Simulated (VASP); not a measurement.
# HfB2 (P6/mmm) in VASP: further runs

The runs below take HfB2 through single point, with PBE.

Everything below comes from runs of VASP 6.6.1. Logs are shortened: lines on timing, memory, paths and dates and some standing lists are left out, and cuts for length are marked.

## 1. The cell of the first run

Symmetry: P6/mmm, No. 191, hexagonal system. Conventional cell: a = 3.140 Å, b = 3.140 Å, c = 3.445 Å, α = 90.00°, β = 90.00°, γ = 120.00°. Within 3.3 Å of Hf (site symmetry 6/mmm) lie 12 B at 2.50 Å and 6 Hf at 3.14 Å. Within 2.4 Å of B (site symmetry -6m2) lie 3 B at 1.81 Å.

## 2. Single point, PBE (zz strain of -1 %)

The input, INCAR:

```
PREC = Accurate ; ENCUT = 520
EDIFF = 1E-7 ; ISMEAR = -1
SIGMA = 0.05 ; LREAL = F
LASPH = T ; NELM = 60
ALGO = Normal ; ISIF = 2
LWAVE = F ; LCHARG = F
GGA = PE ; NBANDS = 15
```

The input, KPOINTS:

```
Automatic mesh
0
Gamma
  13 13 11
```

The input, POSCAR:

```
HfB2
1.0
    3.1400001005      0.0000000000      0.0000000000
   -1.5700000503      2.7193198549      0.0000000000
    0.0000000000      0.0000000000      3.4452000000
Hf B
1 2
Direct
    0.0000000000      0.0000000000      0.0000000000
    0.3333333333      0.6666666667      0.5000000000
    0.6666666667      0.3333333333      0.5000000000
```

Potentials or basis: VASP PAW PBE potentials, release 64 (Hf_pv, B).

The run is started by

```
$ cat potpaw_PBE.64/Hf_pv/POTCAR potpaw_PBE.64/B/POTCAR > POTCAR
$ mpirun -np 1 vasp_std > vasp.out
```

OUTCAR:

```text
PREC = Accurate
   ENCUT = 520
   EDIFF = 1E-7
   ISMEAR = -1
   LREAL = F
   LASPH = T
   NELM = 60
   ISIF = 2
   GGA = PE

 ion  position               nearest neighbor table
   1  0.000  0.000  0.000-   2 2.50   3 2.50   2 2.50   3 2.50   3 2.50   3 2.50   2 2.50   2 2.50
                             3 2.50   3 2.50   2 2.50   2 2.50
   2  0.333  0.667  0.500-   3 1.81   3 1.81   3 1.81   1 2.50   1 2.50   1 2.50   1 2.50   1 2.50
                             1 2.50
   3  0.667  0.333  0.500-   2 1.81   2 1.81   2 1.81   1 2.50   1 2.50   1 2.50   1 2.50   1 2.50
                             1 2.50

  LATTYP: Found a hexagonal cell.
 ALAT       =     3.1400001005
 C/A-ratio  =     1.0971974171

  Lattice vectors:

 A1 = (   3.1400001005,   0.0000000000,   0.0000000000)
 A2 = (  -1.5700000503,   2.7193198549,   0.0000000000)
 A3 = (   0.0000000000,   0.0000000000,   3.4452000000)

Analysis of symmetry for initial positions (statically):
=====================================================================
 Subroutine PRICEL returns:
 Original cell was already a primitive cell.

 Routine SETGRP: Setting up the symmetry group for a
 hexagonal supercell.

 Subroutine GETGRP returns: Found 24 space group operations
 (whereof 24 operations were pure point group operations)
 out of a pool of 24 trial point group operations.

The static configuration has the point symmetry D_6h.

Analysis of symmetry for dynamics (positions and initial velocities):
=====================================================================
 Subroutine PRICEL returns:
 Original cell was already a primitive cell.

 Routine SETGRP: Setting up the symmetry group for a
 hexagonal supercell.

 Subroutine GETGRP returns: Found 24 space group operations
 (whereof 24 operations were pure point group operations)
 out of a pool of 24 trial point group operations.

The dynamic configuration has the point symmetry D_6h.

 Subroutine INISYM returns: Found 24 space group operations
 (whereof 24 operations are pure point group operations),
 and found     1 'primitive' translations

----------------------------------------------------------------------------------------

                                     Primitive cell

  volume of cell :      29.4174

  direct lattice vectors                    reciprocal lattice vectors
     3.140000101  0.000000000  0.000000000     0.318471327  0.183869507  0.000000000
    -1.570000050  2.719319855  0.000000000     0.000000000  0.367739013  0.000000000
     0.000000000  0.000000000  3.445200000     0.000000000  0.000000000  0.290258911

  length of vectors
     3.140000101  3.140000101  3.445200000     0.367739013  0.367739013  0.290258911

  position of ions in fractional coordinates (direct lattice)
     0.000000000  0.000000000  0.000000000
     0.333333333  0.666666667  0.500000000
     0.666666667  0.333333333  0.500000000

  ion indices of the primitive-cell ions
   primitive index   ion index
                 1           1
                 2           2
                 3           3

----------------------------------------------------------------------------------------

 KPOINTS: Automatic mesh

Automatic generation of k-mesh.
 Grid dimensions read from file:
 generate k-points for:   13   13   11

 Generating k-lattice:

  Cartesian coordinates                     Fractional coordinates (reciprocal lattice)
     0.024497794  0.014143808  0.000000000     0.076923077  0.000000000  0.000000000
     0.000000000  0.028287616  0.000000000     0.000000000  0.076923077  0.000000000
     0.000000000  0.000000000  0.026387174     0.000000000  0.000000000  0.090909091

  Length of vectors
     0.028287616  0.028287616  0.026387174

  Shift w.r.t. Gamma in fractional coordinates (k-lattice)
     0.000000000  0.000000000  0.000000000

 Subroutine IBZKPT returns following result:
 ===========================================

 Found    126 irreducible k-points:

 Following reciprocal coordinates:
            Coordinates               Weight
  0.000000  0.000000  0.000000      1.000000
  0.076923  0.000000  0.000000      6.000000
  0.153846  0.000000  0.000000      6.000000
  0.230769  0.000000  0.000000      6.000000
  0.307692  0.000000  0.000000      6.000000
  0.384615  0.000000  0.000000      6.000000
[... 16 lines left out ...]
  0.076923  0.000000  0.090909     12.000000
  0.153846  0.000000  0.090909     12.000000
 [... further k-points ...]
   k-points           NKPTS =    126   k-points in BZ     NKDIM =    126   number of bands    NBANDS=     15
   number of dos      NEDOS =    301   number of ions     NIONS =      3
   total plane-waves  NPLWV =  16128
   dimension x,y,z NGX =    24 NGY =   24 NGZ =   28
   dimension x,y,z NGXF=    48 NGYF=   48 NGZF=   56
   ions per type =               1   2
   NGX,Y,Z   is equivalent  to a cutoff of  12.71, 12.71, 13.51 a.u.
   NGXF,Y,Z  is equivalent  to a cutoff of  25.41, 25.41, 27.02 a.u.
 SYSTEM =  unknown system
   PREC   = accura    normal or accurate (medium, high low for compatibility)
   ISTART =      0    job   : 0-new  1-cont  2-samecut
   ICHARG =      2    charge: 1-file 2-atom 10-const
   ISPIN  =      1    spin polarized calculation?
   LNONCOLLINEAR =      F non collinear calculations
   LSORBIT =      F    spin-orbit coupling
   LASPH  =      T    aspherical Exc in radial PAW
   ENCUT  =  520.0 eV  38.22 Ry    6.18 a.u.   5.84  5.84  6.41*2*pi/ulx,y,z
   NELM   =     60;   NELMIN=  2; NELMDL= -5     # of ELM steps
   EDIFF  = 0.1E-06   stopping-criterion for ELM
   LREAL  =      F    real-space projection
   EDIFFG = 0.1E-05   stopping-criterion for IOM
   NSW    =      0    number of steps for IOM
   IBRION =     -1    ionic relax: 0-MD 1-quasi-New 2-CG
   NFREE  =      0    steps in history (QN), initial steepest desc. (CG)
   ISIF   =      2    stress and relaxation
   ISYM   =      2    0-nonsym 1-usesym 2-fastsym
   POTIM  = 0.5000    time-step for ionic-motion
   TEBEG  =    0.0;   TEEND  =   0.0 temperature during run
   PSTRESS=    0.0 pullay stress
   NELECT =      16.0000    total number of electrons
   NUPDOWN=      -1.0000    fix difference up-down
   EMIN   =  10.00;   EMAX   =-10.00  energy-range for DOS
   EFERMI =   0.00;   METHOD = LEGACY
   ISMEAR =    -1;   SIGMA  =   0.05  broadening in eV -4-tet -1-fermi 0-gaus
   EFERMI_NEDOS =   21; number of points for ismear=-14 and -15
   IALGO  =     38    algorithm
   IMIX   =      4    mixing-type and parameters
     AMIX     =   0.40;   BMIX     =  1.00
     AMIX_MAG =   1.60;   BMIX_MAG =  1.00
  volume/ion in A,a.u.               =       9.81        66.17
  Fermi-wavevector in a.u.,A,eV,Ry     =   1.336329  2.525295 24.296943  1.785775
  Thomas-Fermi vector in A             =   2.464964
   LORBIT       =      0    0 simple, 1 ext, 2 COOP (PROOUT), +10 PAW based schemes
   GGA     = PE    functional components
   LHFCALC =     F    Hartree Fock is set to
   AEXX    =    0.0000 exact exchange contribution
   IVDW    =     0    specifies the selected vdW correction
   LEPSILON=     F    determine dielectric tensor
   LRPA    =     F    only Hartree local field effects (RPA)
 non-spin polarized calculation
  energy-cutoff  :      520.00
  volume of cell :       29.42
 maximum number of plane-waves:       812
 NGX is ok and might be reduce to    24
   NGX = 11   NGY = 11   NGZ = 13

 number of electron      15.9999999 magnetization

 Free energy of the ion-electron system (eV)
  ---------------------------------------------------
  ext. energy  EPLUGINS =         0.00000000
  ---------------------------------------------------
  free energy    TOTEN  =       -26.39555845 eV

  energy without entropy =      -26.39378856  energy(sigma->0) =      -26.39467351

 E-fermi :   7.8566     XC(G=0): -12.6454

 val. band max:        7.8236942413   @ k =   0.0769   0.0000   0.2727
 cond. band min:       7.9099066375   @ k =   0.3077   0.1538   0.0000
 fundamental gap:      0.0862123961
 Fermi energy:         7.8566214138

 k-point     1 :       0.0000    0.0000    0.0000
  band No.  band energies     occupation
      1     -22.8278      2.00000
      2     -22.3382      2.00000
      3     -22.3382      2.00000
      4      -6.0540      2.00000
      5       4.7595      2.00000
      6       4.7595      2.00000
      7       4.7720      2.00000
      8       5.0606      2.00000
      9      11.8236      0.00000
     10      11.8236      0.00000
     11      12.5567      0.00000
     12      12.5567      0.00000
     13      12.6686      0.00000
     14      12.7122      0.00000
     15      12.7122      0.00000

 k-point     2 :       0.0769    0.0000    0.0000
  band No.  band energies     occupation
      1     -22.8202      2.00000
      2     -22.3853      2.00000
      3     -22.3486      2.00000
      4      -5.9248      2.00000
      5       4.3959      2.00000
      6       4.7556      2.00000
      7       4.8977      2.00000
      8       4.9439      2.00000
      9      11.4471      0.00000
     10      11.7334      0.00000
     11      11.8390      0.00000
     12      11.9944      0.00000
     13      13.1289      0.00000
     14      13.5552      0.00000
     15      13.7987      0.00000

 k-point     3 :       0.1538    0.0000    0.0000
  band No.  band energies     occupation
      1     -22.7991      2.00000
      2     -22.5135      2.00000
      3     -22.3773      2.00000
      4      -5.5497      2.00000
      5       3.5071      2.00000
      6       4.6548      2.00000
      7       4.7243      2.00000
      8       5.2074      2.00000
      9      10.3834      0.00000
     10      11.4903      0.00000
     11      11.4966      0.00000
     12      12.1900      0.00000
     13      13.7624      0.00000
     14      14.5951      0.00000
     15      14.7497      0.00000

 k-point     4 :       0.2308    0.0000    0.0000
  band No.  band energies     occupation
      1     -22.7692      2.00000
      2     -22.6893      2.00000
      3     -22.4174      2.00000
      4      -4.9606      2.00000
      5       2.3939      2.00000
      6       4.3108      2.00000
      7       4.6366      2.00000
      8       5.4616      2.00000
      9       9.8744      0.00000
     10      11.1901      0.00000
     11      11.6123      0.00000
     12      11.7370      0.00000
     13      13.9237      0.00000
     14      15.2216      0.00000
     15      16.2422      0.00000
[... 307 lines left out ...]
 k-point    22 :       0.0000    0.0000    0.0909
  band No.  band energies     occupation
      1     -22.8527      2.00000
      2     -22.3364      2.00000
      3     -22.3364      2.00000
      4      -5.9185      2.00000
      5       3.7382      2.00000
      6       4.8440      2.00000
      7       4.8440      2.00000
      8       6.0505      2.00000
      9      10.8328      0.00000
     10      10.8328      0.00000
     11      12.2575      0.00000
     12      12.2575      0.00000
     13      12.6748      0.00000
     14      13.9135      0.00000
     15      13.9135      0.00000

 k-point    23 :       0.0769    0.0000    0.0909
  band No.  band energies     occupation
      1     -22.8449      2.00000
      2     -22.3833      2.00000
      3     -22.3467      2.00000
      4      -5.7922      2.00000
      5       3.7889      2.00000
      6       4.4677      2.00000
      7       4.8241      2.00000
      8       5.9845      2.00000
      9      10.6420      0.00000
     10      10.6520      0.00000
     11      12.1746      0.00000
     12      12.4047      0.00000
     13      13.3338      0.00000
     14      13.7843      0.00000
     15      14.2498      0.00000

 k-point    24 :       0.1538    0.0000    0.0909
  band No.  band energies     occupation
      1     -22.8233      2.00000
      2     -22.5111      2.00000
      3     -22.3753      2.00000
      4      -5.4257      2.00000
      5       3.5051      2.00000
      6       3.9249      2.00000
      7       4.7466      2.00000
      8       5.8724      2.00000
      9      10.0430      0.00000
     10      10.4668      0.00000
     11      12.4440      0.00000
     12      12.5986      0.00000
     13      13.3594      0.00000
     14      14.6142      0.00000
     15      15.1402      0.00000

 [... further k-points ...]
[... 5 lines left out ...]
  --------------------------------------------------------------------------------------
  -------------------------------------------------------------------------------------
  Total        0.4049049      0.4049049      1.0836792     -0.0000000      0.0000000     -0.0000000
  in kB       22.0525730     22.0525730     59.0210503     -0.0000000      0.0000000     -0.0000000
  external PRESSURE =      34.3753987 kB  Pullay stress =       0.0000000 kB

 VOLUME and BASIS-vectors are now :
 -----------------------------------------------------------------------------
  energy-cutoff  :      520.00
  volume of cell :       29.42
      direct lattice vectors                 reciprocal lattice vectors
     3.140000101  0.000000000  0.000000000     0.318471327  0.183869507  0.000000000
    -1.570000050  2.719319855  0.000000000     0.000000000  0.367739013  0.000000000
     0.000000000  0.000000000  3.445200000     0.000000000  0.000000000  0.290258911

 POSITION                                       TOTAL-FORCE (eV/Angst)
 -----------------------------------------------------------------------------------
      0.00000      0.00000      0.00000         0.000000      0.000000      0.000000
     -0.00000      1.81288      1.72260        -0.000000      0.000000      0.000000
      1.57000      0.90644      1.72260         0.000000      0.000000      0.000000
 -----------------------------------------------------------------------------------
    total drift:                               -0.000000      0.000000      0.000000

  FREE ENERGIE OF THE ION-ELECTRON SYSTEM (eV)
  ---------------------------------------------------
  free  energy   TOTEN  =       -26.3955584541 eV

  energy  without entropy=      -26.3937885591  energy(sigma->0) =      -26.39467351
```

Run time: 17 s. Hardware: 1 thread of Intel Xeon 6975P-C (Granite Rapids), shared host; peak memory 0.18 GiB.

What came out:

| Item | Value |
| --- | --- |
| Free energy | -26.3956 eV |
| Pressure | 3.4 GPa |
| Band gap on the k mesh | zero (band 8 reaches 8.30 eV, above the bottom of band 9 at 7.37 eV) |

Stress tensor (GPa, compression positive):
```
2.21 0.00 0.00
0.00 2.21 0.00
0.00 0.00 5.90
```

Caveat: the cell differs from its parent crystal (zz strain of -1 %); spin-orbit coupling is left out, which moves the levels of the heavy elements.

## 3. Single point, PBE (zz strain of +2 %)

The input, INCAR:

```
SYSTEM = HfB2
  PREC = Accurate
  ENCUT = 520
  EDIFF = 1E-6
  ISMEAR = -1
  SIGMA = 0.05
  LREAL = .FALSE.
  LASPH = .TRUE.
  NELM = 100
  ALGO = Normal
  ISIF = 2
  LWAVE = .FALSE.
  LCHARG = .FALSE.
  GGA = PE
  NBANDS = 15
```

The input, KPOINTS:

```
Automatic mesh
0
G
  13 13 11
  0 0 0
```

Edit POSCAR of step 2 so:

```diff
@@ -4,3 +4,3 @@
    -1.5700000503      2.7193198549      0.0000000000
-    0.0000000000      0.0000000000      3.4452000000
+    0.0000000000      0.0000000000      3.5496000000
 Hf B
```

Potentials or basis: VASP PAW PBE potentials, release 64 (Hf_pv, B).

The run is started by

```
$ cat potpaw_PBE.64/Hf_pv/POTCAR potpaw_PBE.64/B/POTCAR > POTCAR
$ mpirun -np 1 vasp_std > vasp.out
```

OUTCAR:

```text
SYSTEM = HfB2
   PREC = Accurate
   ENCUT = 520
   EDIFF = 1E-6
   ISMEAR = -1
   LREAL = .FALSE.
   LASPH = .TRUE.
   NELM = 100
   ISIF = 2
   GGA = PE

 ion  position               nearest neighbor table
   1  0.000  0.000  0.000-   2 2.54   3 2.54   2 2.54   3 2.54   3 2.54   3 2.54   2 2.54   2 2.54
                             3 2.54   3 2.54   2 2.54   2 2.54
   2  0.333  0.667  0.500-   3 1.81   3 1.81   3 1.81   1 2.54   1 2.54   1 2.54   1 2.54   1 2.54
                             1 2.54
   3  0.667  0.333  0.500-   2 1.81   2 1.81   2 1.81   1 2.54   1 2.54   1 2.54   1 2.54   1 2.54
                             1 2.54

  LATTYP: Found a hexagonal cell.
[... 630 lines left out ...]
  --------------------------------------------------------------------------------------
  -------------------------------------------------------------------------------------
  Total       -0.2861986     -0.2861986     -1.4186354      0.0000000      0.0000000     -0.0000000
  in kB      -15.1289485    -15.1289485    -74.9914952      0.0000000      0.0000000     -0.0000000
  external PRESSURE =     -35.0831308 kB  Pullay stress =       0.0000000 kB

 VOLUME and BASIS-vectors are now :
 -----------------------------------------------------------------------------
  energy-cutoff  :      520.00
  volume of cell :       30.31
      direct lattice vectors                 reciprocal lattice vectors
     3.140000101  0.000000000  0.000000000     0.318471327  0.183869507  0.000000000
    -1.570000050  2.719319855  0.000000000     0.000000000  0.367739013  0.000000000
     0.000000000  0.000000000  3.549600000     0.000000000  0.000000000  0.281721884

 POSITION                                       TOTAL-FORCE (eV/Angst)
 -----------------------------------------------------------------------------------
      0.00000      0.00000      0.00000        -0.000000     -0.000000     -0.000000
     -0.00000      1.81288      1.77480         0.000000      0.000000     -0.000000
      1.57000      0.90644      1.77480         0.000000      0.000000      0.000000
 -----------------------------------------------------------------------------------
    total drift:                               -0.000000      0.000000     -0.000000

  FREE ENERGIE OF THE ION-ELECTRON SYSTEM (eV)
  ---------------------------------------------------
  free  energy   TOTEN  =       -26.3904486444 eV

  energy  without entropy=      -26.3887491759  energy(sigma->0) =      -26.38959891
```

OSZICAR:

```text
N       E                     dE             d eps       ncg     rms          rms(c)
DAV:   1     0.275556171826E+02    0.27556E+02   -0.79926E+03  3780   0.101E+03
DAV:   2    -0.272980377813E+02   -0.54854E+02   -0.51457E+02  5071   0.217E+02
DAV:   3    -0.288149321046E+02   -0.15169E+01   -0.15114E+01  4900   0.266E+01
DAV:   4    -0.288211593033E+02   -0.62272E-02   -0.62259E-02  4557   0.210E+00
DAV:   5    -0.288211988460E+02   -0.39543E-04   -0.39542E-04  4851   0.147E-01    0.500E+01
DAV:   6    -0.264977535480E+02    0.23234E+01   -0.28464E+00  4564   0.121E+01    0.372E+01
DAV:   7    -0.264471795055E+02    0.50574E-01   -0.90056E-01  4851   0.680E+00    0.123E+01
DAV:   8    -0.263954082484E+02    0.51771E-01   -0.20641E-01  4403   0.343E+00    0.166E+00
DAV:   9    -0.263907173754E+02    0.46909E-02   -0.19118E-02  4466   0.111E+00    0.455E-01
DAV:  10    -0.263904413017E+02    0.27607E-03   -0.92422E-04  4809   0.256E-01    0.254E-01
DAV:  11    -0.263904514475E+02   -0.10146E-04   -0.66677E-05  4606   0.618E-02    0.111E-01
DAV:  12    -0.263904486411E+02    0.28064E-05   -0.34939E-06  4592   0.132E-02    0.642E-03
DAV:  13    -0.263904486444E+02   -0.33069E-08   -0.27316E-07  2275   0.439E-03
   1 F= -.26390449E+02 E0= -.26389599E+02  d E =-.169947E-02
```

stdout:

```text
POSCAR found type information on POSCAR HfB
 POSCAR found :  2 types and       3 ions
 scaLAPACK will be used
 LDA part: xc-table for (Slater+PW92), standard interpolation
 POSCAR, INCAR and KPOINTS ok, starting setup
 FFT: planning ... GRIDC
 FFT: planning ... GRID_SOFT
 FFT: planning ... GRID
 WAVECAR not read
 entering main loop
```

Wall time 17 s (1 thread of Intel Xeon 6975P-C (Granite Rapids), shared host); peak memory 0.18 GiB.

What came out:

- Free energy: -26.3904 eV
- Pressure: -3.5 GPa
- Band gap on the k mesh: zero (band 8 reaches 8.32 eV, above the bottom of band 9 at 7.12 eV)

Stress tensor (GPa, compression positive):
```
-1.51  0.00  0.00
 0.00 -1.51  0.00
 0.00  0.00 -7.50
```

Caveat: the cell differs from its parent crystal (zz strain of +2 %); spin-orbit coupling is left out, which moves the levels of the heavy elements.

(Continued in part 2 of 2.)
